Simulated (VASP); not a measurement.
The system is BaAg2As2.

```xyz
5
Lattice="-2.2866 2.2866 5.6296 2.2866 -2.2866 5.6296 2.2866 2.2866 -5.6296" Properties=species:S:1:pos:R:3 pbc="T T T"
Ba    0.0000    0.0000    0.0000
Ag    0.0000    2.2866    2.8148
Ag    2.2866    0.0000    2.8148
As    0.0000    0.0000    4.3285
As    0.0000    0.0000    6.9308
```

Base run:

- Program: VASP 6.6.1
- Functional: PBE
- Potentials or basis: VASP PAW PBE potentials, release 64 (Ba_sv, Ag, As)
- Cutoff: 520 eV
- k mesh: 8 × 8 × 8
- Occupations: fermi-dirac, width 0.02 eV
- Spin: no spin polarisation

Its results: band gap on the k mesh zero (bands 21 and 22 overlap by 0.88 eV); pressure 1.5 GPa; largest force 0.091 eV/Å.

Question: The run is repeated on the same cell with these changes: functional from PBE to r2SCAN. What comes out?

Answer: Band gap on the k mesh zero (bands 21 and 22 overlap by 0.74 eV); pressure 0.3 GPa; largest force 0.051 eV/Å.

Caveats: spin-orbit coupling is left out, which moves the levels of the heavy elements; the PAW data sets were made with another functional, which shifts forces and pressure a little (at least some runs).
